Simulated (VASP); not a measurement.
Cd4InO, 6 atoms in the cell. It takes space group P-6m2 (No. 187, hexagonal). The conventional cell has a = 5.860 Å, b = 5.860 Å, c = 4.706 Å, α = 90.00°, β = 90.00°, γ = 120.00°. Cd (site symmetry -6m2) has 6 Cd at 2.91 Å and 3 O at 3.38 Å and 3 In at 3.38 Å within 3.8 Å. Cd (site symmetry mm2) has 2 In at 2.89 Å and 6 Cd at 2.90 to 2.96 Å and 4 O at 3.76 Å within 3.8 Å. Within 3.8 Å of In (site symmetry -6m2) lie 9 Cd at 2.89 to 3.38 Å and 3 O at 3.38 Å. Within 4.4 Å of O (site symmetry -6m2) lie 15 Cd at 3.38 to 3.76 Å and 3 In at 3.38 Å. The cell was built from a structure type or drawn by symmetry, and may not be a known phase.

| Property | Result |
| --- | --- |
| Program | VASP 6.6.1 |
| Task | single point |
| Functional | PBE |
| Potentials or basis | VASP PAW PBE potentials, release 64 (Cd, In_d, O) |
| Cutoff | 520 eV |
| k mesh | 3 × 3 × 4 |
| Occupations | gaussian, width 0.1 eV |
| Spin | no spin polarisation |
| Dipole correction | no |
| Further INCAR settings | ALGO = Normal; EDIFF = 1e-06; NBANDS = 42 |

Potentials or basis: VASP PAW PBE potentials, release 64 (Cd, In_d, O).

The run is started by

```bash
$ cat potpaw_PBE.64/Cd/POTCAR potpaw_PBE.64/In_d/POTCAR potpaw_PBE.64/O/POTCAR > POTCAR
$ mpirun -np 1 vasp_std > vasp.out
```

Hardware: 1 thread of AMD EPYC 7R43 64-Core Processor (Zen 3), on a shared host.

Problem. How long does it take, and how much memory?

Solution. It took 62 s on 1 thread of AMD EPYC 7R43 64-Core Processor (Zen 3), on a shared host, peak memory 0.25 GiB. Counts: scf iterations 17, k points 9.
